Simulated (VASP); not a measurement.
Set up this calculation in VASP 6.6.1, as the native input.

```
Task                   : single point
Functional             : PBE
Potentials or basis    : VASP PAW PBE potentials, release 64 (Si, C)
Cutoff                 : 600 eV
k mesh                 : 8 × 8 × 8
Occupations            : methfessel-paxton, width 0.5 eV
Spin                   : no spin polarisation
Dipole correction      : no
Further INCAR settings : ALGO = Normal; EDIFF = 1e-06; NBANDS = 11
```

The structure of SiC lies in POSCAR:

```
SiC
1.0
    0.0000000000      2.0138689999      2.0138689999
    2.0138689999      0.0000000000      2.0138689999
    2.0138689999      2.0138689999      0.0000000000
Si C
1 1
Direct
    0.0000000000      0.0000000000      0.0000000000
    0.5000000000      0.5000000000      0.5000000000
```

The input as run:

INCAR

```
SYSTEM = SiC
PREC = Accurate ; ENCUT = 600
EDIFF = 1E-6 ; ISMEAR = 1
SIGMA = 0.5 ; LREAL = .False.
LASPH = .True. ; NELM = 120
ALGO = Normal ; ISIF = 2
LWAVE = .False. ; LCHARG = .False.
GGA = PE ; NBANDS = 11
GGA_COMPAT = .False.
```

KPOINTS

```
regular mesh
0
Gamma
  8 8 8
  0 0 0
```

Potentials or basis: VASP PAW PBE potentials, release 64 (Si, C).

The run is started by

```console
$ cat potpaw_PBE.64/Si/POTCAR potpaw_PBE.64/C/POTCAR > POTCAR
$ mpirun -np 1 vasp_std > vasp.out
```

Results of the run:

| Quantity | Value |
| --- | --- |
| Pressure | 5.8 GPa |
| Band gap on the k mesh | zero (band 4 reaches 12.70 eV, above the bottom of band 5 at 11.81 eV) |

Wall time 8.2 s on 1 thread of Intel Xeon 8259CL, with other jobs on the host, peak memory 0.13 GiB.
